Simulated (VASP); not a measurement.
# Ir (Pm-3n) in VASP: relaxation of cell and atoms with LDA

Aim: the relaxation of cell and atoms of Ir with LDA.

Everything below comes from runs of VASP 6.6.1. Logs are shortened: lines on timing, memory, paths and dates and some standing lists are left out, and cuts for length are marked.

**1. The cell of the first run**

Symmetry: Pm-3n, No. 223, cubic system. The conventional cell has a = 4.837 Å, b = 4.837 Å, c = 4.837 Å, α = 90.00°, β = 90.00°, γ = 90.00°. Within 3.6 Å of Ir (site symmetry m-3) lie 12 Ir at 2.70 Å. Within 3.2 Å of Ir (site symmetry -4m2) lie 14 Ir at 2.42 to 2.96 Å.

**2. Relaxation of cell and atoms, LDA**

INCAR reads:

```
SYSTEM = Ir
PREC = Accurate
ENCUT = 600
EDIFF = 1E-6
ISMEAR = -1
SIGMA = 0.1
LREAL = .False.
LASPH = .True.
NELM = 60
ALGO = Normal
ISIF = 3
LWAVE = .False.
LCHARG = .False.
GGA = CA
IBRION = 2
NSW = 80
EDIFFG = -0.01
```

KPOINTS reads:

```
regular mesh
0
Gamma
  5 5 5
  0 0 0
```

POSCAR reads:

```
Ir
1.0
    4.8373408790      0.0000000000      0.0000000000
    0.0000000000      4.8373408790      0.0000000000
    0.0000000000      0.0000000000      4.8373408790
Ir
8
Direct
    0.0000000000      0.0000000000      0.0000000000
    0.5000000000      0.5000000000      0.5000000000
    0.2500000000      0.0000000000      0.5000000000
    0.7500000000      0.0000000000      0.5000000000
    0.5000000000      0.2500000000      0.0000000000
    0.5000000000      0.7500000000      0.0000000000
    0.0000000000      0.5000000000      0.2500000000
    0.0000000000      0.5000000000      0.7500000000
```

Potentials or basis: VASP PAW LDA potentials, release 64 (Ir).

Started as:

```
$ cat potpaw_LDA.64/Ir/POTCAR > POTCAR
$ mpirun -np 1 vasp_std > vasp.out
```

OUTCAR:

```text
SYSTEM = Ir
   PREC = Accurate
   ENCUT = 600
   EDIFF = 1E-6
   ISMEAR = -1
   LREAL = .False.
   LASPH = .True.
   NELM = 60
   ISIF = 3
   GGA = CA
   IBRION = 2
   NSW = 80
   EDIFFG = -0.01

 ion  position               nearest neighbor table
   1  0.000  0.000  0.000-   3 2.70   4 2.70   5 2.70   6 2.70   7 2.70   8 2.70   3 2.70   4 2.70
                             7 2.70   8 2.70   5 2.70   6 2.70
   2  0.500  0.500  0.500-   3 2.70   4 2.70   5 2.70   6 2.70   7 2.70   8 2.70   5 2.70   6 2.70
                             3 2.70   4 2.70   7 2.70   8 2.70
   3  0.250  0.000  0.500-   4 2.42   4 2.42   1 2.70   1 2.70   2 2.70   2 2.70   8 2.96   5 2.96
                             5 2.96   6 2.96   6 2.96   7 2.96   8 2.96   7 2.96
   4  0.750  0.000  0.500-   3 2.42   3 2.42   1 2.70   1 2.70   2 2.70   2 2.70   8 2.96   5 2.96
                             5 2.96   6 2.96   6 2.96   7 2.96   8 2.96   7 2.96
   5  0.500  0.250  0.000-   6 2.42   6 2.42   1 2.70   2 2.70   2 2.70   1 2.70   8 2.96   4 2.96
                             3 2.96   4 2.96   3 2.96   7 2.96   7 2.96   8 2.96
   6  0.500  0.750  0.000-   5 2.42   5 2.42   1 2.70   2 2.70   2 2.70   1 2.70   8 2.96   4 2.96
                             3 2.96   4 2.96   3 2.96   7 2.96   7 2.96   8 2.96
   7  0.000  0.500  0.250-   8 2.42   8 2.42   1 2.70   2 2.70   1 2.70   2 2.70   3 2.96   4 2.96
                             5 2.96   3 2.96   4 2.96   6 2.96   5 2.96   6 2.96
   8  0.000  0.500  0.750-   7 2.42   7 2.42   1 2.70   2 2.70   1 2.70   2 2.70   3 2.96   4 2.96
                             5 2.96   3 2.96   4 2.96   6 2.96   5 2.96   6 2.96

  LATTYP: Found a simple cubic cell.
 ALAT       =     4.8373408790

  Lattice vectors:

 A1 = (   4.8373408790,   0.0000000000,   0.0000000000)
 A2 = (   0.0000000000,   4.8373408790,   0.0000000000)
 A3 = (   0.0000000000,   0.0000000000,   4.8373408790)

Analysis of symmetry for initial positions (statically):
=====================================================================
 Subroutine PRICEL returns:
 Original cell was already a primitive cell.

 Routine SETGRP: Setting up the symmetry group for a
 simple cubic supercell.

 Subroutine GETGRP returns: Found 48 space group operations
 (whereof 24 operations were pure point group operations)
 out of a pool of 48 trial point group operations.

The static configuration has the point symmetry T_h .
 The point group associated with its full space group is O_h .

Analysis of symmetry for dynamics (positions and initial velocities):
=====================================================================
 Subroutine PRICEL returns:
 Original cell was already a primitive cell.

 Routine SETGRP: Setting up the symmetry group for a
 simple cubic supercell.

 Subroutine GETGRP returns: Found 48 space group operations
 (whereof 24 operations were pure point group operations)
 out of a pool of 48 trial point group operations.

The dynamic configuration has the point symmetry T_h .
 The point group associated with its full space group is O_h .

 Subroutine INISYM returns: Found 48 space group operations
 (whereof 24 operations are pure point group operations),
 and found     1 'primitive' translations

----------------------------------------------------------------------------------------

                                     Primitive cell

  volume of cell :     113.1931

  direct lattice vectors                    reciprocal lattice vectors
     4.837340879  0.000000000  0.000000000     0.206725146  0.000000000  0.000000000
     0.000000000  4.837340879  0.000000000     0.000000000  0.206725146  0.000000000
     0.000000000  0.000000000  4.837340879     0.000000000  0.000000000  0.206725146

  length of vectors
     4.837340879  4.837340879  4.837340879     0.206725146  0.206725146  0.206725146

  position of ions in fractional coordinates (direct lattice)
     0.000000000  0.000000000  0.000000000
     0.500000000  0.500000000  0.500000000
     0.250000000  0.000000000  0.500000000
     0.750000000  0.000000000  0.500000000
     0.500000000  0.250000000  0.000000000
     0.500000000  0.750000000  0.000000000
     0.000000000  0.500000000  0.250000000
     0.000000000  0.500000000  0.750000000

  ion indices of the primitive-cell ions
   primitive index   ion index
                 1           1
                 2           2
                 3           3
                 4           4
                 5           5
                 6           6
                 7           7
                 8           8

----------------------------------------------------------------------------------------

 KPOINTS: regular mesh

Automatic generation of k-mesh.
 Grid dimensions read from file:
 generate k-points for:    5    5    5

 Generating k-lattice:

  Cartesian coordinates                     Fractional coordinates (reciprocal lattice)
     0.041345029  0.000000000  0.000000000     0.200000000  0.000000000  0.000000000
     0.000000000  0.041345029  0.000000000     0.000000000  0.200000000  0.000000000
     0.000000000  0.000000000  0.041345029     0.000000000  0.000000000  0.200000000

  Length of vectors
     0.041345029  0.041345029  0.041345029

  Shift w.r.t. Gamma in fractional coordinates (k-lattice)
     0.000000000  0.000000000  0.000000000

 Subroutine IBZKPT returns following result:
 ===========================================

 Found     10 irreducible k-points:

 Following reciprocal coordinates:
            Coordinates               Weight
  0.000000  0.000000  0.000000      1.000000
  0.200000  0.000000  0.000000      6.000000
  0.400000  0.000000  0.000000      6.000000
  0.200000  0.200000  0.000000     12.000000
  0.400000  0.200000  0.000000     24.000000
  0.400000  0.400000  0.000000     12.000000
  0.200000  0.200000  0.200000      8.000000
  0.400000  0.200000  0.200000     24.000000
  0.400000  0.400000  0.200000     24.000000
  0.400000  0.400000  0.400000      8.000000
   k-points           NKPTS =     10   k-points in BZ     NKDIM =     10   number of bands    NBANDS=     43
   number of dos      NEDOS =    301   number of ions     NIONS =      8
   total plane-waves  NPLWV =  64000
   dimension x,y,z NGX =    40 NGY =   40 NGZ =   40
   dimension x,y,z NGXF=    80 NGYF=   80 NGZF=   80
   ions per type =               8
   NGX,Y,Z   is equivalent  to a cutoff of  13.75, 13.75, 13.75 a.u.
   NGXF,Y,Z  is equivalent  to a cutoff of  27.49, 27.49, 27.49 a.u.
 SYSTEM =  Ir
   PREC   = accura    normal or accurate (medium, high low for compatibility)
   ISTART =      0    job   : 0-new  1-cont  2-samecut
   ICHARG =      2    charge: 1-file 2-atom 10-const
   ISPIN  =      1    spin polarized calculation?
   LNONCOLLINEAR =      F non collinear calculations
   LSORBIT =      F    spin-orbit coupling
   LASPH  =      T    aspherical Exc in radial PAW
   ENCUT  =  600.0 eV  44.10 Ry    6.64 a.u.   9.66  9.66  9.66*2*pi/ulx,y,z
   NELM   =     60;   NELMIN=  2; NELMDL= -5     # of ELM steps
   EDIFF  = 0.1E-05   stopping-criterion for ELM
   LREAL  =      F    real-space projection
   EDIFFG = -.1E-01   stopping-criterion for IOM
   NSW    =     80    number of steps for IOM
   IBRION =      2    ionic relax: 0-MD 1-quasi-New 2-CG
   NFREE  =      1    steps in history (QN), initial steepest desc. (CG)
   ISIF   =      3    stress and relaxation
   ISYM   =      2    0-nonsym 1-usesym 2-fastsym
   POTIM  = 0.5000    time-step for ionic-motion
   TEBEG  =    0.0;   TEEND  =   0.0 temperature during run
   PSTRESS=    0.0 pullay stress
   NELECT =      72.0000    total number of electrons
   NUPDOWN=      -1.0000    fix difference up-down
   EMIN   =  10.00;   EMAX   =-10.00  energy-range for DOS
   EFERMI =   0.00;   METHOD = LEGACY
   ISMEAR =    -1;   SIGMA  =   0.10  broadening in eV -4-tet -1-fermi 0-gaus
   EFERMI_NEDOS =   21; number of points for ismear=-14 and -15
   IALGO  =     38    algorithm
   IMIX   =      4    mixing-type and parameters
     AMIX     =   0.40;   BMIX     =  1.00
     AMIX_MAG =   1.60;   BMIX_MAG =  1.00
  volume/ion in A,a.u.               =      14.15        95.48
  Fermi-wavevector in a.u.,A,eV,Ry     =   1.407923  2.660589 26.970118  1.982248
  Thomas-Fermi vector in A             =   2.530133
   LORBIT       =      0    0 simple, 1 ext, 2 COOP (PROOUT), +10 PAW based schemes
   GGA     = CA    functional components
   LHFCALC =     F    Hartree Fock is set to
   AEXX    =    0.0000 exact exchange contribution
   IVDW    =     0    specifies the selected vdW correction
   LEPSILON=     F    determine dielectric tensor
   LRPA    =     F    only Hartree local field effects (RPA)
 conjugate gradient relaxation of ions
 non-spin polarized calculation
  energy-cutoff  :      600.00
  volume of cell :      113.19
 maximum number of plane-waves:      3807
 NGX is ok and might be reduce to    40
   NGX = 19   NGY = 19   NGZ = 19

--------------------------------------- Ionic step        1  -------------------------------------------

 number of electron      72.0000008 magnetization

 Free energy of the ion-electron system (eV)
  ---------------------------------------------------
  ext. energy  EPLUGINS =         0.00000000
  ---------------------------------------------------
  free energy    TOTEN  =       -78.26853086 eV

  energy without entropy =      -77.89797602  energy(sigma->0) =      -78.08325344

 E-fermi :  10.3913     XC(G=0): -14.1141

 val. band max:       10.3684184907   @ k =   0.4000   0.4000   0.0000
 cond. band min:      10.3995163815   @ k =   0.2000   0.2000   0.2000
 fundamental gap:      0.0310978908
 Fermi energy:        10.3912826885

 k-point     1 :       0.0000    0.0000    0.0000
  band No.  band energies     occupation
      1      -0.8099      2.00000
      2       2.0191      2.00000
      3       2.0191      2.00000
      4       3.4127      2.00000
      5       3.5959      2.00000
      6       3.5959      2.00000
[... 555 lines left out ...]
 POSITION                                       TOTAL-FORCE (eV/Angst)
 -----------------------------------------------------------------------------------
      0.00000      0.00000      0.00000        -0.000000     -0.000000     -0.000000
      2.43884      2.43884      2.43884        -0.000000     -0.000000     -0.000000
      1.21942      0.00000      2.43884         0.000000     -0.000000      0.000000
      3.65826      0.00000      2.43884        -0.000000      0.000000      0.000000
      2.43884      1.21942      0.00000        -0.000000     -0.000000      0.000000
      2.43884      3.65826      0.00000         0.000000     -0.000000     -0.000000
     -0.00000      2.43884      1.21942        -0.000000      0.000000     -0.000000
     -0.00000      2.43884      3.65826         0.000000     -0.000000      0.000000
 -----------------------------------------------------------------------------------
    total drift:                               -0.000000     -0.000000     -0.000000

  FREE ENERGIE OF THE ION-ELECTRON SYSTEM (eV)
  ---------------------------------------------------
  free  energy   TOTEN  =       -78.3446835858 eV

  energy  without entropy=      -77.9595280158  energy(sigma->0) =      -78.15210580

--------------------------------------- Ionic step        4  -------------------------------------------

 number of electron      71.9999997 magnetization

 Free energy of the ion-electron system (eV)
  ---------------------------------------------------
  ext. energy  EPLUGINS =         0.00000000
  ---------------------------------------------------
  free energy    TOTEN  =       -78.34481371 eV

  energy without entropy =      -77.96024797  energy(sigma->0) =      -78.15253084

 E-fermi :   9.9717     XC(G=0): -13.9764

 val. band max:        9.9504372076   @ k =   0.4000   0.4000   0.0000
 cond. band min:       9.9799138133   @ k =   0.2000   0.2000   0.2000
 fundamental gap:      0.0294766057
 Fermi energy:         9.9716544145

 k-point     1 :       0.0000    0.0000    0.0000
  band No.  band energies     occupation
      1      -0.9740      2.00000
      2       1.8426      2.00000
      3       1.8426      2.00000
      4       3.1959      2.00000
      5       3.4194      2.00000
      6       3.4194      2.00000
[... 462 lines left out ...]
 VOLUME and BASIS-vectors are now :
 -----------------------------------------------------------------------------
  energy-cutoff  :      600.00
  volume of cell :      115.94
      direct lattice vectors                 reciprocal lattice vectors
     4.876099315  0.000000000  0.000000000     0.205081959  0.000000000 -0.000000000
    -0.000000000  4.876099315 -0.000000000    -0.000000000  0.205081959 -0.000000000
     0.000000000  0.000000000  4.876099315    -0.000000000  0.000000000  0.205081959

 POSITION                                       TOTAL-FORCE (eV/Angst)
 -----------------------------------------------------------------------------------
      0.00000      0.00000      0.00000         0.000000      0.000000     -0.000000
      2.43805      2.43805      2.43805         0.000000      0.000000     -0.000000
      1.21902      0.00000      2.43805         0.000000      0.000000      0.000000
      3.65707      0.00000      2.43805        -0.000000     -0.000000     -0.000000
      2.43805      1.21902      0.00000        -0.000000     -0.000000     -0.000000
      2.43805      3.65707      0.00000        -0.000000      0.000000      0.000000
     -0.00000      2.43805      1.21902        -0.000000     -0.000000      0.000000
     -0.00000      2.43805      3.65707         0.000000      0.000000     -0.000000
 -----------------------------------------------------------------------------------
    total drift:                               -0.000000     -0.000000     -0.000000

  FREE ENERGIE OF THE ION-ELECTRON SYSTEM (eV)
  ---------------------------------------------------
  free  energy   TOTEN  =       -78.3448137064 eV

  energy  without entropy=      -77.9602479715  energy(sigma->0) =      -78.15253084

 reached required accuracy - stopping structural energy minimisation
```

Run time: 3.3 min. Hardware: 1 thread of AMD EPYC 7R43 (Zen 3), shared host; peak memory 0.19 GiB.

What came out:

```yaml
Free_energy: -78.3448 eV
Relaxed_volume: 14.49 Å³/atom
Relaxed_cell: a = 4.876 Å, b = 4.876 Å, c = 4.876 Å, α = 90.00°, β = 90.00°, γ = 90.00°
Space_group_after_relaxing_to_0.1_Å: Pm-3n (No. 223)
Energy_gained_by_relaxing: 9.5 meV/atom
Ionic_steps: 4
Pressure_after_relaxing: 0.0 GPa
Band_gap_on_the_k_mesh: zero (bands 36 and 37 overlap by 0.52 eV)
```

The path:
```csv
step,energy change (eV),largest force (eV/Å),pressure (GPa),volume (Å³)
1,0.0000,0.0000,9.12,113.19
2,0.8965,0.0000,-25.89,126.91
3,-0.0762,0.0000,-0.36,116.05
4,-0.0763,0.0000,-0.01,115.94
```

Final structure:
```cif
data_structure
_symmetry_space_group_name_H-M 'P 1'
_symmetry_Int_Tables_number 1
_cell_length_a 4.8761
_cell_length_b 4.8761
_cell_length_c 4.8761
_cell_angle_alpha 90.000
_cell_angle_beta 90.000
_cell_angle_gamma 90.000
_cell_volume 115.94
loop_
_atom_site_label
_atom_site_type_symbol
_atom_site_fract_x
_atom_site_fract_y
_atom_site_fract_z
_atom_site_occupancy
Ir1 Ir 0.00000 0.00000 0.00000 1
Ir2 Ir 0.50000 0.50000 0.50000 1
Ir3 Ir 0.25000 0.00000 0.50000 1
Ir4 Ir 0.75000 0.00000 0.50000 1
Ir5 Ir 0.50000 0.25000 0.00000 1
Ir6 Ir 0.50000 0.75000 0.00000 1
Ir7 Ir 0.00000 0.50000 0.25000 1
Ir8 Ir 0.00000 0.50000 0.75000 1
```

Levels at points of the mesh, in eV from the Fermi level:
| k point | band 34 | band 35 | band 36 | band 37 | band 38 | band 39 |
| --- | --- | --- | --- | --- | --- | --- |
| (0.00, 0.00, 0.00) | -0.37 | -0.37 | 0.35 | 0.35 | 0.35 | 0.96 |

Caveat: spin-orbit coupling is left out, which moves the levels of the heavy elements.
